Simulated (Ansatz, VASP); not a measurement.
## Two plane-wave programs on Cl

File INCAR:

```
SYSTEM = Cl
ALGO = Normal
EDIFF = 1E-6
ENCUT = 520
GGA = PS
ISIF = 2
ISMEAR = 0
LASPH = .TRUE.
LCHARG = .FALSE.
LREAL = .FALSE.
LWAVE = .FALSE.
NBANDS = 22
NELM = 80
PREC = Accurate
SIGMA = 0.1
```

File KPOINTS:

```
k-points
0
G
  6 6 2
  0 0 0
```

Contents of POSCAR:

```
Cl
1.0
    3.1508053709     -2.0824413168      0.0000000000
    3.1508053709      2.0824413168      0.0000000000
    0.0000000000      0.0000000000      8.4947971131
Cl
4
Direct
    0.8500000000      0.1500000000      0.1170000000
    0.6500000000      0.3500000000      0.6170000000
    0.1500000000      0.8500000000      0.8830000000
    0.3500000000      0.6500000000      0.3830000000
```

Input for Ansatz:

```yaml
crystal:
  lattice:
    - [3.1508053709, -2.0824413168, 0.0]
    - [3.1508053709, 2.0824413168, 0.0]
    - [0.0, 0.0, 8.4947971131]
  atoms:
    - { symbol: Cl, position: [0.85, 0.15, 0.117] }
    - { symbol: Cl, position: [0.65, 0.35, 0.617] }
    - { symbol: Cl, position: [0.15, 0.85, 0.883] }
    - { symbol: Cl, position: [0.35, 0.65, 0.383] }
basis:
  ecutwfc: 420
kpoints:
  mp_grid: { grid: [6, 6, 2] }
hamiltonian:
  xc: pbesol
scf:
  occupations: { method: gaussian, width: 0.1 }
output:
  forces: true
  stress: true
  eigenvalues: true
```

Alike in both runs: task single point; functional PBEsol; k mesh 6 × 6 × 2; occupations gaussian, width 0.1 eV; no spin polarisation.

|  | VASP | Ansatz |
| --- | --- | --- |
| version | VASP 6.6.1 | Ansatz 0.2.0 |
| potentials or method | VASP PAW PBE potentials, release 64 (Cl), cutoff 520 eV | scalar-relativistic, plane waves, PAW |
| valence electrons in the cell | 28 | 28 |

```tsv
	VASP	Ansatz	Ansatz less VASP
gap on the k mesh at the Fermi level (eV)	0.94	0.92	-0.023
least direct gap on the mesh (eV)	0.98	0.96	-0.022
pressure (GPa)	-6.9	-6.8	+0.10
traceless stress, the component that is largest in VASP (GPa)	7.50	7.47	-0.033
rms of the force components (eV/Å)	1.102	1.079	-0.0231
```

VASP's potentials were made for PBE, not for PBEsol. Atom by atom the forces differ by 0.024 eV/Å (rms over components).
